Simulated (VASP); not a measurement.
# HfN (Fm-3m) in VASP: further runs

Aim: see how the results for HfN move with the level of theory and the settings. Levels: LDA, PBEsol, r2SCAN+D4. Tasks: single point, relaxation of cell and atoms.

All numbers are computed with VASP 6.6.1; they aren't measurements. Logs are shortened: lines on timing, memory, paths and dates and some standing lists are left out, and cuts for length are marked.

## (1) The cell of the first run

It takes space group Fm-3m (No. 225, cubic). The conventional cell has a = 4.468 Å, b = 4.468 Å, c = 4.468 Å, α = 90.00°, β = 90.00°, γ = 90.00°. Within 3.0 Å of Hf (site symmetry m-3m) lie 6 N at 2.23 Å. Within 3.0 Å of N (site symmetry m-3m) lie 6 Hf at 2.23 Å.

## (2) Single point, LDA

The input, INCAR:

```
PREC = Accurate
ENCUT = 520
EDIFF = 1E-6
ISMEAR = -1
SIGMA = 0.1
LREAL = False
LASPH = True
NELM = 80
ALGO = Normal
ISIF = 2
LWAVE = False
LCHARG = True
LELF = True
LVHAR = True
NBANDS = 14
```

The input, KPOINTS:

```
regular mesh
0
Gamma
  10 10 10
```

The input, POSCAR:

```
HfN
1.0
    0.0000000000      2.2342207978      2.2342207978
    2.2342207978      0.0000000000      2.2342207978
    2.2342207978      2.2342207978      0.0000000000
Hf N
1 1
Direct
    0.0000000000      0.0000000000      0.0000000000
    0.5000000000      0.5000000000      0.5000000000
```

Potentials or basis: VASP PAW LDA potentials, release 64 (Hf_pv, N).

Run with:

```console
$ cat potpaw_LDA.64/Hf_pv/POTCAR potpaw_LDA.64/N/POTCAR > POTCAR
$ mpirun -np 1 vasp_std > vasp.out
```

OUTCAR:

```text
PREC = Accurate
   ENCUT = 520
   EDIFF = 1E-6
   ISMEAR = -1
   LREAL = False
   LASPH = True
   NELM = 80
   ISIF = 2

 ion  position               nearest neighbor table
   1  0.000  0.000  0.000-   2 2.23   2 2.23   2 2.23   2 2.23   2 2.23   2 2.23
   2  0.500  0.500  0.500-   1 2.23   1 2.23   1 2.23   1 2.23   1 2.23   1 2.23

  LATTYP: Found a face centered cubic cell.
 ALAT       =     4.4684415956

  Lattice vectors:

 A1 = (   0.0000000000,   2.2342207978,   2.2342207978)
 A2 = (   2.2342207978,   0.0000000000,   2.2342207978)
 A3 = (   2.2342207978,   2.2342207978,   0.0000000000)

Analysis of symmetry for initial positions (statically):
=====================================================================
 Subroutine PRICEL returns:
 Original cell was already a primitive cell.

 Routine SETGRP: Setting up the symmetry group for a
 face centered cubic supercell.

 Subroutine GETGRP returns: Found 48 space group operations
 (whereof 48 operations were pure point group operations)
 out of a pool of 48 trial point group operations.

The static configuration has the point symmetry O_h .

Analysis of symmetry for dynamics (positions and initial velocities):
=====================================================================
 Subroutine PRICEL returns:
 Original cell was already a primitive cell.

 Routine SETGRP: Setting up the symmetry group for a
 face centered cubic supercell.

 Subroutine GETGRP returns: Found 48 space group operations
 (whereof 48 operations were pure point group operations)
 out of a pool of 48 trial point group operations.

The dynamic configuration has the point symmetry O_h .

 Subroutine INISYM returns: Found 48 space group operations
 (whereof 48 operations are pure point group operations),
 and found     1 'primitive' translations

----------------------------------------------------------------------------------------

                                     Primitive cell

  volume of cell :      22.3053

  direct lattice vectors                    reciprocal lattice vectors
     0.000000000  2.234220798  2.234220798    -0.223791668  0.223791668  0.223791668
     2.234220798  0.000000000  2.234220798     0.223791668 -0.223791668  0.223791668
     2.234220798  2.234220798  0.000000000     0.223791668  0.223791668 -0.223791668

  length of vectors
     3.159665354  3.159665354  3.159665354     0.387618540  0.387618540  0.387618540

  position of ions in fractional coordinates (direct lattice)
     0.000000000  0.000000000  0.000000000
     0.500000000  0.500000000  0.500000000

  ion indices of the primitive-cell ions
   primitive index   ion index
                 1           1
                 2           2

----------------------------------------------------------------------------------------

 KPOINTS: regular mesh

Automatic generation of k-mesh.
 Grid dimensions read from file:
 generate k-points for:   10   10   10

 Generating k-lattice:

  Cartesian coordinates                     Fractional coordinates (reciprocal lattice)
    -0.022379167  0.022379167  0.022379167     0.100000000  0.000000000  0.000000000
     0.022379167 -0.022379167  0.022379167     0.000000000  0.100000000  0.000000000
     0.022379167  0.022379167 -0.022379167     0.000000000  0.000000000  0.100000000

  Length of vectors
     0.038761854  0.038761854  0.038761854

  Shift w.r.t. Gamma in fractional coordinates (k-lattice)
     0.000000000  0.000000000  0.000000000

 Subroutine IBZKPT returns following result:
 ===========================================

 Found     47 irreducible k-points:

 Following reciprocal coordinates:
            Coordinates               Weight
  0.000000  0.000000  0.000000      1.000000
  0.100000  0.000000  0.000000      8.000000
  0.200000  0.000000  0.000000      8.000000
  0.300000  0.000000  0.000000      8.000000
  0.400000  0.000000  0.000000      8.000000
  0.500000  0.000000  0.000000      4.000000
[... 16 lines left out ...]
  0.300000  0.300000  0.000000      6.000000
  0.400000  0.300000  0.000000     24.000000
 [... further k-points ...]
   k-points           NKPTS =     47   k-points in BZ     NKDIM =     47   number of bands    NBANDS=     14
   number of dos      NEDOS =    301   number of ions     NIONS =      2
   total plane-waves  NPLWV =  13824
   dimension x,y,z NGX =    24 NGY =   24 NGZ =   24
   dimension x,y,z NGXF=    48 NGYF=   48 NGZF=   48
   ions per type =               1   1
   NGX,Y,Z   is equivalent  to a cutoff of  12.63, 12.63, 12.63 a.u.
   NGXF,Y,Z  is equivalent  to a cutoff of  25.26, 25.26, 25.26 a.u.
 SYSTEM =  unknown system
   PREC   = accura    normal or accurate (medium, high low for compatibility)
   ISTART =      0    job   : 0-new  1-cont  2-samecut
   ICHARG =      2    charge: 1-file 2-atom 10-const
   ISPIN  =      1    spin polarized calculation?
   LNONCOLLINEAR =      F non collinear calculations
   LSORBIT =      F    spin-orbit coupling
   LASPH  =      T    aspherical Exc in radial PAW
   ENCUT  =  520.0 eV  38.22 Ry    6.18 a.u.   5.87  5.87  5.87*2*pi/ulx,y,z
   NELM   =     80;   NELMIN=  2; NELMDL= -5     # of ELM steps
   EDIFF  = 0.1E-05   stopping-criterion for ELM
   LREAL  =      F    real-space projection
   EDIFFG = 0.1E-04   stopping-criterion for IOM
   NSW    =      0    number of steps for IOM
   IBRION =     -1    ionic relax: 0-MD 1-quasi-New 2-CG
   NFREE  =      0    steps in history (QN), initial steepest desc. (CG)
   ISIF   =      2    stress and relaxation
   ISYM   =      2    0-nonsym 1-usesym 2-fastsym
   POTIM  = 0.5000    time-step for ionic-motion
   TEBEG  =    0.0;   TEEND  =   0.0 temperature during run
   PSTRESS=    0.0 pullay stress
   NELECT =      15.0000    total number of electrons
   NUPDOWN=      -1.0000    fix difference up-down
   EMIN   =  10.00;   EMAX   =-10.00  energy-range for DOS
   EFERMI =   0.00;   METHOD = LEGACY
   ISMEAR =    -1;   SIGMA  =   0.10  broadening in eV -4-tet -1-fermi 0-gaus
   EFERMI_NEDOS =   21; number of points for ismear=-14 and -15
   IALGO  =     38    algorithm
   IMIX   =      4    mixing-type and parameters
     AMIX     =   0.40;   BMIX     =  1.00
     AMIX_MAG =   1.60;   BMIX_MAG =  1.00
  volume/ion in A,a.u.               =      11.15        75.26
  Fermi-wavevector in a.u.,A,eV,Ry     =   1.434286  2.710408 27.989592  2.057177
  Thomas-Fermi vector in A             =   2.553711
   LORBIT       =      0    0 simple, 1 ext, 2 COOP (PROOUT), +10 PAW based schemes
   GGA     = CA    functional components
   LHFCALC =     F    Hartree Fock is set to
   AEXX    =    0.0000 exact exchange contribution
   IVDW    =     0    specifies the selected vdW correction
   LEPSILON=     F    determine dielectric tensor
   LRPA    =     F    only Hartree local field effects (RPA)
 non-spin polarized calculation
  energy-cutoff  :      520.00
  volume of cell :       22.31
 maximum number of plane-waves:       620
   NGX = 11   NGY = 11   NGZ = 11

 number of electron      14.9999999 magnetization

 Free energy of the ion-electron system (eV)
  ---------------------------------------------------
  ext. energy  EPLUGINS =         0.00000000
  ---------------------------------------------------
  free energy    TOTEN  =       -23.87441168 eV

  energy without entropy =      -23.85269565  energy(sigma->0) =      -23.86355366

 E-fermi :   8.5340     XC(G=0): -13.1508

 val. band max:        8.4961163991   @ k =  -0.4000   0.3000   0.0000
 cond. band min:       8.5388540466   @ k =  -0.1000   0.1000   0.0000
 fundamental gap:      0.0427376475
 Fermi energy:         8.5339708871

 k-point     1 :       0.0000    0.0000    0.0000
  band No.  band energies     occupation
      1     -22.3032      2.00000
      2     -22.3032      2.00000
      3     -22.3032      2.00000
      4      -8.9329      2.00000
      5       5.5058      2.00000
      6       5.5058      2.00000
      7       5.5058      2.00000
      8       8.0893      1.97684
      9       8.0893      1.97684
     10       8.0893      1.97684
     11      10.4895      0.00000
     12      10.4895      0.00000
     13      10.8112      0.00000
     14      18.2266      0.00000

 k-point     2 :       0.1000    0.0000    0.0000
  band No.  band energies     occupation
      1     -22.4206      2.00000
      2     -22.3126      2.00000
      3     -22.3126      2.00000
      4      -8.6816      2.00000
      5       4.5733      2.00000
      6       4.9228      2.00000
      7       4.9228      2.00000
      8       8.3521      1.72089
      9       8.4308      1.47468
     10       8.4308      1.47468
     11      11.2746      0.00000
     12      11.2746      0.00000
     13      11.4823      0.00000
     14      19.0208      0.00000

 k-point     3 :       0.2000    0.0000    0.0000
  band No.  band energies     occupation
      1     -22.7147      2.00000
      2     -22.3373      2.00000
      3     -22.3373      2.00000
      4      -8.0089      2.00000
      5       2.8721      2.00000
      6       3.8739      2.00000
      7       3.8739      2.00000
      8       8.7869      0.14766
      9       9.2788      0.00116
     10       9.2788      0.00116
     11      12.8963      0.00000
     12      13.0291      0.00000
     13      13.0291      0.00000
     14      20.0041      0.00000

 k-point     4 :       0.3000    0.0000    0.0000
  band No.  band energies     occupation
      1     -23.0546      2.00000
      2     -22.3676      2.00000
      3     -22.3676      2.00000
      4      -7.1167      2.00000
      5       1.2253      2.00000
      6       2.9623      2.00000
      7       2.9623      2.00000
      8       9.5591      0.00007
      9      10.4838      0.00000
     10      10.4838      0.00000
     11      14.0984      0.00000
     12      15.0345      0.00000
     13      15.0345      0.00000
     14      19.9971      0.00000

 k-point     5 :       0.4000    0.0000    0.0000
  band No.  band energies     occupation
      1     -23.3134      2.00000
      2     -22.3918      2.00000
      3     -22.3918      2.00000
      4      -6.2881      2.00000
      5      -0.0309      2.00000
      6       2.3747      2.00000
      7       2.3747      2.00000
      8      10.7953      0.00000
      9      11.7364      0.00000
     10      11.7364      0.00000
     11      14.1035      0.00000
[... 276 lines left out ...]
 k-point    22 :      -0.2000    0.2000    0.0000
  band No.  band energies     occupation
      1     -22.9926      2.00000
      2     -22.5785      2.00000
      3     -22.3548      2.00000
      4      -7.0570      2.00000
      5       1.1304      2.00000
      6       2.6951      2.00000
      7       3.5108      2.00000
      8       9.6207      0.00004
      9       9.8510      0.00000
     10      11.9633      0.00000
     11      12.3735      0.00000
     12      15.4359      0.00000
     13      16.5627      0.00000
     14      19.9952      0.00000

 k-point    23 :       0.3000    0.3000    0.0000
  band No.  band energies     occupation
      1     -22.9575      2.00000
      2     -22.5372      2.00000
      3     -22.5372      2.00000
      4      -7.5505      2.00000
      5       1.6335      2.00000
      6       4.6601      2.00000
      7       4.6601      2.00000
      8       5.4492      2.00000
      9      11.8314      0.00000
     10      12.6513      0.00000
     11      12.7407      0.00000
     12      12.7407      0.00000
     13      17.8601      0.00000
     14      19.9971      0.00000

 k-point    24 :       0.4000    0.3000    0.0000
  band No.  band energies     occupation
      1     -23.0820      2.00000
      2     -22.6076      2.00000
      3     -22.5738      2.00000
      4      -7.4483      2.00000
      5       1.8919      2.00000
      6       3.8646      2.00000
      7       4.3883      2.00000
      8       5.9509      2.00000
      9      12.7140      0.00000
     10      13.3024      0.00000
     11      13.4293      0.00000
     12      13.6863      0.00000
     13      18.0272      0.00000
     14      19.9315      0.00000

 [... further k-points ...]

------------------------ aborting loop because EDIFF is reached ----------------------------------------

  FORCE on cell =-STRESS in cart. coord.  units (eV):
  Direction    XX          YY          ZZ          XY          YZ          ZX
  --------------------------------------------------------------------------------------
  -------------------------------------------------------------------------------------
  Total       -0.1681793     -0.1681793     -0.1681793     -0.0000000      0.0000000      0.0000000
  in kB      -12.0802221    -12.0802221    -12.0802221     -0.0000000      0.0000000      0.0000000
  external PRESSURE =     -12.0802221 kB  Pullay stress =       0.0000000 kB

 VOLUME and BASIS-vectors are now :
 -----------------------------------------------------------------------------
  energy-cutoff  :      520.00
  volume of cell :       22.31
      direct lattice vectors                 reciprocal lattice vectors
     0.000000000  2.234220798  2.234220798    -0.223791668  0.223791668  0.223791668
     2.234220798  0.000000000  2.234220798     0.223791668 -0.223791668  0.223791668
     2.234220798  2.234220798  0.000000000     0.223791668  0.223791668 -0.223791668

 POSITION                                       TOTAL-FORCE (eV/Angst)
 -----------------------------------------------------------------------------------
      0.00000      0.00000      0.00000        -0.000000     -0.000000     -0.000000
      2.23422      2.23422      2.23422         0.000000      0.000000      0.000000
 -----------------------------------------------------------------------------------
    total drift:                                0.000000     -0.000000     -0.000000

  FREE ENERGIE OF THE ION-ELECTRON SYSTEM (eV)
  ---------------------------------------------------
  free  energy   TOTEN  =       -23.8744116778 eV

  energy  without entropy=      -23.8526956465  energy(sigma->0) =      -23.86355366
```

Run time: 7.1 s. Hardware: 1 thread of AMD EPYC 9R45 (Zen 5), shared host; peak memory 0.11 GiB.

What came out:

```yaml
Free_energy: -23.8744 eV
Pressure: -1.2 GPa
```

Caveat: spin-orbit coupling is left out, which moves the levels of the heavy elements.

[end of part 1 of 3]
